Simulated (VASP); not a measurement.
# BN (P6_3mc) in VASP: settings compared

The runs below take BN through single point, with PBE-based screened hybrid with 25 % exact exchange, PBE-based global hybrid with 40 % exact exchange.

Everything below comes from runs of VASP 6.6.1. Logs are shortened: lines on timing, memory, paths and dates and some standing lists are left out, and cuts for length are marked.

### Step 1. The cell of the first run

Symmetry: P6_3mc, No. 186, hexagonal system. The conventional cell has a = 2.537 Å, b = 2.537 Å, c = 4.196 Å, α = 90.00°, β = 90.00°, γ = 120.00°. B (site symmetry 3m) has 4 N at 1.56 to 1.57 Å within 2.1 Å. Within 2.1 Å of N (site symmetry 3m) lie 4 B at 1.56 to 1.57 Å.

### Step 2. Single point, PBE-based screened hybrid with 25 % exact exchange

Contents of POSCAR:

```
BN
1.0
    2.5369300260      0.0000000000      0.0000000000
   -1.2684650130      2.1970458501      0.0000000000
    0.0000000000      0.0000000000      4.1959171737
B N
2 2
Direct
    0.6666666667      0.3333333333      0.0002721794
    0.3333333333      0.6666666667      0.5002721794
    0.6666666667      0.3333333333      0.3747278206
    0.3333333333      0.6666666667      0.8747278206
```

Contents of INCAR.step1:

```
  PREC = Accurate
  ENCUT = 520
  EDIFF = 1E-5
  ISMEAR = 0
  SIGMA = 0.05
  LREAL = False
  LASPH = True
  NELM = 100
  ALGO = Normal
  ISIF = 2
  LWAVE = True
  LCHARG = False
  NBANDS = 16
  GGA = PE
```

Contents of INCAR.step2:

```
  PREC = Accurate
  ENCUT = 520
  EDIFF = 1E-6
  ISMEAR = 0
  SIGMA = 0.05
  LREAL = False
  LASPH = True
  NELM = 100
  ALGO = Normal
  ISIF = 2
  LWAVE = False
  LCHARG = False
  GGA = PE
  LHFCALC = True
  AEXX = 0.25
  HFSCREEN = 0.4
  PRECFOCK = Normal
  NBANDS = 16
  ISTART = 1
```

Contents of KPOINTS:

```
Automatic mesh
0
Gamma
  6 6 4
```

Potentials or basis: VASP PAW PBE potentials, release 64 (B, N).

Started as:

```
$ cat potpaw_PBE.64/B/POTCAR potpaw_PBE.64/N/POTCAR > POTCAR
$ cp INCAR.step1 INCAR
$ mpirun -np 1 vasp_std > vasp.out
$ cp INCAR.step2 INCAR
$ mpirun -np 1 vasp_std > vasp.out
```

OUTCAR:

```text
PREC = Accurate
   ENCUT = 520
   EDIFF = 1E-6
   ISMEAR = 0
   LREAL = False
   LASPH = True
   NELM = 100
   ISIF = 2
   GGA = PE
   LHFCALC = True
   AEXX = 0.25
   HFSCREEN = 0.4
   PRECFOCK = Normal
   ISTART = 1

 ion  position               nearest neighbor table
   1  0.667  0.333  0.000-   4 1.56   4 1.56   4 1.56   3 1.57
   2  0.333  0.667  0.500-   3 1.56   3 1.56   3 1.56   4 1.57
   3  0.667  0.333  0.375-   2 1.56   2 1.56   2 1.56   1 1.57
   4  0.333  0.667  0.875-   1 1.56   1 1.56   1 1.56   2 1.57

  LATTYP: Found a hexagonal cell.
 ALAT       =     2.5369300260
 C/A-ratio  =     1.6539349256

  Lattice vectors:

 A1 = (   2.5369300260,   0.0000000000,   0.0000000000)
 A2 = (  -1.2684650130,   2.1970458501,   0.0000000000)
 A3 = (   0.0000000000,   0.0000000000,   4.1959171737)

Analysis of symmetry for initial positions (statically):
=====================================================================
 Subroutine PRICEL returns:
 Original cell was already a primitive cell.

 Routine SETGRP: Setting up the symmetry group for a
 hexagonal supercell.

 Subroutine GETGRP returns: Found 12 space group operations
 (whereof  6 operations were pure point group operations)
 out of a pool of 24 trial point group operations.

The static configuration has the point symmetry C_3v.
 The point group associated with its full space group is C_6v.

Analysis of symmetry for dynamics (positions and initial velocities):
=====================================================================
 Subroutine PRICEL returns:
 Original cell was already a primitive cell.

 Routine SETGRP: Setting up the symmetry group for a
 hexagonal supercell.

 Subroutine GETGRP returns: Found 12 space group operations
 (whereof  6 operations were pure point group operations)
 out of a pool of 24 trial point group operations.

The dynamic configuration has the point symmetry C_3v.
 The point group associated with its full space group is C_6v.

 Subroutine INISYM returns: Found 12 space group operations
 (whereof  6 operations are pure point group operations),
 and found     1 'primitive' translations

----------------------------------------------------------------------------------------

                                     Primitive cell

  volume of cell :      23.3870

  direct lattice vectors                    reciprocal lattice vectors
     2.536930026  0.000000000  0.000000000     0.394177210  0.227578318  0.000000000
    -1.268465013  2.197045850  0.000000000     0.000000000  0.455156637  0.000000000
     0.000000000  0.000000000  4.195917174     0.000000000  0.000000000  0.238326916

  length of vectors
     2.536930026  2.536930026  4.195917174     0.455156637  0.455156637  0.238326916

  position of ions in fractional coordinates (direct lattice)
     0.666666667  0.333333333  0.000272179
     0.333333333  0.666666667  0.500272179
     0.666666667  0.333333333  0.374727821
     0.333333333  0.666666667  0.874727821

  ion indices of the primitive-cell ions
   primitive index   ion index
                 1           1
                 2           2
                 3           3
                 4           4

----------------------------------------------------------------------------------------

 KPOINTS: Automatic mesh

Automatic generation of k-mesh.
 Grid dimensions read from file:
 generate k-points for:    6    6    4

 Generating k-lattice:

  Cartesian coordinates                     Fractional coordinates (reciprocal lattice)
     0.065696202  0.037929720  0.000000000     0.166666667  0.000000000  0.000000000
     0.000000000  0.075859439  0.000000000     0.000000000  0.166666667  0.000000000
     0.000000000  0.000000000  0.059581729     0.000000000  0.000000000  0.250000000

  Length of vectors
     0.075859439  0.075859439  0.059581729

  Shift w.r.t. Gamma in fractional coordinates (k-lattice)
     0.000000000  0.000000000  0.000000000

 Subroutine IBZKPT returns following result:
 ===========================================

 Found     21 irreducible k-points:

 Following reciprocal coordinates:
            Coordinates               Weight
  0.000000  0.000000  0.000000      1.000000
  0.166667  0.000000  0.000000      6.000000
  0.333333  0.000000  0.000000      6.000000
  0.500000  0.000000  0.000000      3.000000
  0.166667  0.166667  0.000000      6.000000
  0.333333  0.166667  0.000000     12.000000
[... 13 lines left out ...]
  0.333333  0.166667  0.500000     12.000000
  0.333333  0.333333  0.500000      2.000000
   k-points           NKPTS =     21   k-points in BZ     NKDIM =    144   number of bands    NBANDS=     16
   number of dos      NEDOS =    301   number of ions     NIONS =      4
   total plane-waves  NPLWV =  12800
   dimension x,y,z NGX =    20 NGY =   20 NGZ =   32
   dimension x,y,z NGXF=    40 NGYF=   40 NGZF=   64
   ions per type =               2   2
   NGX,Y,Z   is equivalent  to a cutoff of  13.11, 13.11, 12.68 a.u.
   NGXF,Y,Z  is equivalent  to a cutoff of  26.21, 26.21, 25.36 a.u.
 SYSTEM =  unknown system
   PREC   = accura    normal or accurate (medium, high low for compatibility)
   ISTART =      1    job   : 0-new  1-cont  2-samecut
   ICHARG =      0    charge: 1-file 2-atom 10-const
   ISPIN  =      1    spin polarized calculation?
   LNONCOLLINEAR =      F non collinear calculations
   LSORBIT =      F    spin-orbit coupling
   LASPH  =      T    aspherical Exc in radial PAW
   ENCUT  =  520.0 eV  38.22 Ry    6.18 a.u.   4.72  4.72  7.80*2*pi/ulx,y,z
   NELM   =    100;   NELMIN=  2; NELMDL=  0     # of ELM steps
   EDIFF  = 0.1E-05   stopping-criterion for ELM
   LREAL  =      F    real-space projection
   EDIFFG = 0.1E-04   stopping-criterion for IOM
   NSW    =      0    number of steps for IOM
   IBRION =     -1    ionic relax: 0-MD 1-quasi-New 2-CG
   NFREE  =      0    steps in history (QN), initial steepest desc. (CG)
   ISIF   =      2    stress and relaxation
   ISYM   =      3    0-nonsym 1-usesym 2-fastsym
   POTIM  = 0.5000    time-step for ionic-motion
   TEBEG  =    0.0;   TEEND  =   0.0 temperature during run
   PSTRESS=    0.0 pullay stress
   NELECT =      16.0000    total number of electrons
   NUPDOWN=      -1.0000    fix difference up-down
   EMIN   =  10.00;   EMAX   =-10.00  energy-range for DOS
   EFERMI =   0.00;   METHOD = LEGACY
   ISMEAR =     0;   SIGMA  =   0.05  broadening in eV -4-tet -1-fermi 0-gaus
   EFERMI_NEDOS =   21; number of points for ismear=-14 and -15
   IALGO  =     38    algorithm
   IMIX   =      1    mixing-type and parameters
     AMIX     =   0.40;   BMIX     =  1.00
     AMIX_MAG =   1.60;   BMIX_MAG =  1.00
  volume/ion in A,a.u.               =       5.85        39.46
  Fermi-wavevector in a.u.,A,eV,Ry     =   1.442525  2.725977 28.312065  2.080878
  Thomas-Fermi vector in A             =   2.561035
   LORBIT       =      0    0 simple, 1 ext, 2 COOP (PROOUT), +10 PAW based schemes
   GGA     = PE    functional components
   LHFCALC =     T    Hartree Fock is set to
   PRECFOCK=normal    Normal, Fast or Accurate (Low or Medium for compatibility)
   ENCUT4O =  -1.0   cutoff for four orbital integrals eV
   NKREDX  =     1    reduce k-point grid by
   NKREDY  =     1    reduce k-point grid by
   NKREDZ  =     1    reduce k-point grid by
   AEXX    =    0.2500 exact exchange contribution
   HFSCREEN=    0.4000 screening length (either q_TF or 0.3 A-1)
   HFSCREENC=   0.4000 screening length for correlation (either q_TF or 0.3 A-1)
   ENCUTFOCK=  -1.0 apply spherical cutoff to Coloumb kernel
   IVDW    =     0    specifies the selected vdW correction
   LEPSILON=     F    determine dielectric tensor
   LRPA    =     F    only Hartree local field effects (RPA)
 non-spin polarized calculation
 Gauss-broadening in eV      SIGMA  =   0.05
  energy-cutoff  :      520.00
  volume of cell :       23.39
 maximum number of plane-waves:       652
 NGX is ok and might be reduce to    20
  NGX = 16; NGY = 16; NGZ = 24

 number of electron      15.9999999 magnetization

 Free energy of the ion-electron system (eV)
  ---------------------------------------------------
  ext. energy  EPLUGINS =         0.00000000
  ---------------------------------------------------
  free energy    TOTEN  =       -39.03956773 eV

  energy without entropy =      -39.03956773  energy(sigma->0) =      -39.03956773

 E-fermi :   7.3431     XC(G=0): -10.8216

 val. band max:        7.1035193155   @ k =   0.0000   0.0000   0.0000
 cond. band min:      13.1514475013   @ k =   0.3333   0.3333   0.0000
 fundamental gap:      6.0479281857
 Fermi energy:         7.3431387453

 k-point     1 :       0.0000    0.0000    0.0000
  band No.  band energies     occupation
      1     -15.1408      2.00000
      2     -10.6613      2.00000
      3      -4.7084      2.00000
      4       4.8047      2.00000
      5       4.8047      2.00000
      6       6.8197      2.00000
[... 8 lines left out ...]
     15      20.5037      0.00000
     16      25.1883      0.00000

 k-point     2 :       0.1667    0.0000    0.0000
  band No.  band energies     occupation
      1     -14.4909      2.00000
      2     -10.1765      2.00000
      3      -4.0603      2.00000
      4       2.2631      2.00000
      5       3.7886      2.00000
      6       4.9546      2.00000
[... 8 lines left out ...]
     15      22.2318      0.00000
     16      23.9836      0.00000

 k-point     3 :       0.3333    0.0000    0.0000
  band No.  band energies     occupation
      1     -12.6544      2.00000
      2      -9.1414      2.00000
      3      -2.2647      2.00000
      4      -1.7904      2.00000
      5       1.1026      2.00000
      6       2.3060      2.00000
[... 8 lines left out ...]
     15      24.8197      0.00000
     16      25.4428      0.00000
[... 305 lines left out ...]
 k-point    20 :       0.3333    0.1667    0.5000
  band No.  band energies     occupation
      1     -10.0415      2.00000
      2     -10.0415      2.00000
      3      -2.7423      2.00000
      4      -2.7423      2.00000
      5       1.1121      2.00000
      6       1.1121      2.00000
[... 8 lines left out ...]
     15      25.2159      0.00000
     16      25.2159      0.00000

 k-point    21 :       0.3333    0.3333    0.5000
  band No.  band energies     occupation
      1      -9.2542      2.00000
      2      -9.2542      2.00000
      3      -2.5015      2.00000
      4      -2.5015      2.00000
      5      -1.2047      2.00000
      6      -1.2047      2.00000
[... 8 lines left out ...]
     15      25.7567      0.00000
     16      25.7567      0.00000

------------------------ aborting loop because EDIFF is reached ----------------------------------------

  FORCE on cell =-STRESS in cart. coord.  units (eV):
  Direction    XX          YY          ZZ          XY          YZ          ZX
  --------------------------------------------------------------------------------------
  -------------------------------------------------------------------------------------
  Total        0.0513501      0.0513501     -0.0253004      0.0000000      0.0000000      0.0000000
  in kB        3.5178472      3.5178472     -1.7332608      0.0000000      0.0000000      0.0000000
  external PRESSURE =       1.7674779 kB  Pullay stress =       0.0000000 kB

 VOLUME and BASIS-vectors are now :
 -----------------------------------------------------------------------------
  energy-cutoff  :      520.00
  volume of cell :       23.39
      direct lattice vectors                 reciprocal lattice vectors
     2.536930026  0.000000000  0.000000000     0.394177210  0.227578318  0.000000000
    -1.268465013  2.197045850  0.000000000     0.000000000  0.455156637  0.000000000
     0.000000000  0.000000000  4.195917174     0.000000000  0.000000000  0.238326916

 POSITION                                       TOTAL-FORCE (eV/Angst)
 -----------------------------------------------------------------------------------
      1.26847      0.73235      0.00114         0.000000      0.000000     -0.022805
     -0.00000      1.46470      2.09910        -0.000000      0.000000     -0.022805
      1.26847      0.73235      1.57233         0.000000     -0.000000      0.022805
     -0.00000      1.46470      3.67029        -0.000000      0.000000      0.022805
 -----------------------------------------------------------------------------------
    total drift:                               -0.000000     -0.000000     -0.000109

  FREE ENERGIE OF THE ION-ELECTRON SYSTEM (eV)
  ---------------------------------------------------
  free  energy   TOTEN  =       -39.0395677260 eV

  energy  without entropy=      -39.0395677260  energy(sigma->0) =      -39.03956773
```

Wall time 12 min (1 thread of Intel Xeon Platinum 8259CL at 2.50GHz (Skylake/Cascade Lake), shared host); peak memory 0.24 GiB.

What came out:

* Free energy: -39.0396 eV
* Pressure: 0.2 GPa
* Largest force: 0.023 eV/Å
* Band gap on the k mesh: 6.05 eV (least direct gap 9.50 eV)

Forces in eV/Å, atoms in the order of the input:
```
B    0.000  0.000 -0.023
B    0.000  0.000 -0.023
N    0.000  0.000  0.023
N    0.000  0.000  0.023
```

Levels at points of the mesh, in eV from the valence-band top:
```csv
k point,band 6,band 7,band 8,band 9,band 10,band 11
"(0.00, 0.00, 0.00)",-0.28,0.00,0.00,9.61,9.61,9.90
"(0.50, 0.00, 0.00)",-5.39,-4.70,-2.28,7.71,9.04,11.94
"(0.00, 0.00, 0.50)",-1.27,-1.27,-1.27,10.80,10.80,11.26
"(0.50, 0.00, 0.50)",-4.07,-3.86,-3.86,7.62,7.62,11.24
```

Caveat: the k points lie up to 0.48 Å⁻¹ apart; the PAW data sets were made with another functional, which shifts forces and pressure a little. A k mesh can miss the band edges.

### Step 3. Single point, PBE-based global hybrid with 40 % exact exchange

POSCAR is that of step 2.

INCAR.step1: that of step 2 with these lines changed.

```diff
@@ -7,3 +7,3 @@
   LASPH = True
-  NELM = 100
+  NELM = 60
   ALGO = Normal
@@ -11,3 +11,2 @@
   LWAVE = True
-  LCHARG = False
   NBANDS = 16
```

Contents of INCAR.step2:

```
  PREC = Accurate
  ENCUT = 520
  EDIFF = 1E-6
  ISMEAR = 0
  SIGMA = 0.05
  LREAL = False
  LASPH = True
  NELM = 60
  ALGO = Normal
  ISIF = 2
  LWAVE = False
  LCHARG = True
  GGA = PE
  LHFCALC = True
  AEXX = 0.4
  PRECFOCK = Normal
  LELF = True
  LVHAR = True
  NBANDS = 16
  ISTART = 1
```

Contents of KPOINTS:

```
regular mesh
0
Gamma
  6 6 4
```

Potentials or basis: VASP PAW PBE potentials, release 64 (B, N).

Started as:

```
$ cat potpaw_PBE.64/B/POTCAR potpaw_PBE.64/N/POTCAR > POTCAR
$ cp INCAR.step1 INCAR
$ mpirun -np 1 vasp_std > vasp.out
$ cp INCAR.step2 INCAR
$ mpirun -np 1 vasp_std > vasp.out
```

Wall time 11 min (1 thread of Intel Xeon Platinum 8375C at 2.90GHz (Ice Lake), shared host); peak memory 0.14 GiB.

The run converged. Its results:

| Property | Result |
| --- | --- |
| Free energy | -47.1592 eV |
| Pressure | -5.7 GPa |
| Largest force | 0.029 eV/Å |
| Band gap on the k mesh | 8.56 eV (least direct gap 12.27 eV) |

Forces in eV/Å, atoms in the order of the input:
```
B    0.000  0.000 -0.029
B    0.000  0.000 -0.029
N    0.000  0.000  0.029
N    0.000  0.000  0.029
```

Stress tensor (GPa, compression positive):
```
-5.42  0.00  0.00
 0.00 -5.42  0.00
 0.00  0.00 -6.26
```

Levels at points of the mesh, in eV from the valence-band top:
```tsv
k point	band 5	band 6	band 7	band 8	band 9	band 10	band 11	band 12
(0.00, 0.00, 0.00)	-2.43	-0.27	0.00	0.00	12.43	12.43	12.72	13.66
(0.50, 0.00, 0.00)	-7.97	-5.72	-4.95	-2.42	10.34	11.73	14.84	15.67
(0.00, 0.00, 0.50)	-1.35	-1.35	-1.35	-1.35	13.63	13.63	14.15	14.15
(0.50, 0.00, 0.50)	-4.32	-4.32	-4.09	-4.09	10.26	10.26	14.02	14.02
```

Caveat: the k points lie up to 0.48 Å⁻¹ apart; the PAW data sets were made with another functional, which shifts forces and pressure a little.

### Step 4. Single point, PBE-based screened hybrid with 25 % exact exchange

POSCAR is that of step 3.

Contents of INCAR.step1:

```
SYSTEM = BN
PREC = Accurate ; ENCUT = 520
EDIFF = 1E-5 ; ISMEAR = 0
SIGMA = 0.05 ; LREAL = .FALSE.
LASPH = .TRUE. ; NELM = 80
ALGO = Normal ; ISIF = 2
LWAVE = .TRUE. ; LCHARG = .FALSE.
GGA = PE ; NBANDS = 16
```

Contents of INCAR.step2:

```
SYSTEM = BN
PREC = Accurate ; ENCUT = 520
EDIFF = 1E-6 ; ISMEAR = 0
SIGMA = 0.05 ; LREAL = .FALSE.
LASPH = .TRUE. ; NELM = 80
ALGO = Normal ; ISIF = 2
LWAVE = .FALSE. ; LCHARG = .FALSE.
GGA = PE ; LHFCALC = .TRUE.
AEXX = 0.25 ; HFSCREEN = 0.3
PRECFOCK = Normal ; ISTART = 1
NBANDS = 16
```

Contents of KPOINTS:

```
regular mesh
0
G
  6 6 4
  0 0 0
```

Started as:

```
$ cat potpaw_PBE.64/B/POTCAR potpaw_PBE.64/N/POTCAR > POTCAR
$ cp INCAR.step1 INCAR
$ mpirun -np 1 vasp_std > vasp.out
$ cp INCAR.step2 INCAR
$ mpirun -np 1 vasp_std > vasp.out
```

Wall time 10 min (1 thread of Intel Xeon Platinum 8375C at 2.90GHz (Ice Lake), shared host); peak memory 0.24 GiB.

The run converged. Its results:

```
Free energy            : -39.7974 eV
Pressure               : -0.3 GPa
Largest force          : 0.022 eV/Å
Band gap on the k mesh : 6.25 eV (least direct gap 9.74 eV)
```

Forces in eV/Å, atoms in the order of the input:
```
B    0.000  0.000 -0.022
B    0.000  0.000 -0.022
N    0.000  0.000  0.022
N    0.000  0.000  0.022
```

Stress tensor (GPa, compression positive):
```
-0.12  0.00  0.00
 0.00 -0.12  0.00
 0.00  0.00 -0.67
```

Levels at points of the mesh, in eV from the valence-band top:
```tsv
k point	band 5	band 6	band 7	band 8	band 9	band 10	band 11	band 12
(0.00, 0.00, 0.00)	-2.31	-0.28	0.00	0.00	9.85	9.85	10.13	11.08
(0.50, 0.00, 0.00)	-7.54	-5.43	-4.74	-2.30	7.93	9.27	12.19	13.06
(0.00, 0.00, 0.50)	-1.28	-1.28	-1.28	-1.28	11.04	11.04	11.51	11.51
(0.50, 0.00, 0.50)	-4.10	-4.10	-3.89	-3.89	7.84	7.84	11.48	11.48
```

Caveat: the k points lie up to 0.48 Å⁻¹ apart; the PAW data sets were made with another functional, which shifts forces and pressure a little. A k mesh can miss the band edges.

### Step 5. Summary

| level | share of exact exchange | screening parameter | gap on the mesh (eV) | pressure (GPa) | largest force (eV/Å) |
| --- | --- | --- | --- | --- | --- |
| PBE-based screened hybrid with 25 % exact exchange | 0.25 | 0.4 1/Å | 6.05 | 0.2 | 0.02 |
| PBE-based global hybrid with 40 % exact exchange | 0.4 | - | 8.56 | -5.7 | 0.03 |
| PBE-based screened hybrid with 25 % exact exchange | 0.25 | 0.3 1/Å | 6.25 | -0.3 | 0.02 |

Alike in all rows: task single point; potentials or basis VASP PAW PBE potentials, release 64 (B, N); no spin polarisation; cell as given; k mesh 6 × 6 × 4; cutoff (eV) 520; smearing gaussian 0.05 eV.

Caveats: all runs use coarse meshes; the PAW data sets were made with another functional, which shifts forces and pressure a little.

Total energies depend on the potentials used, so only differences within one code and one set of settings carry meaning.
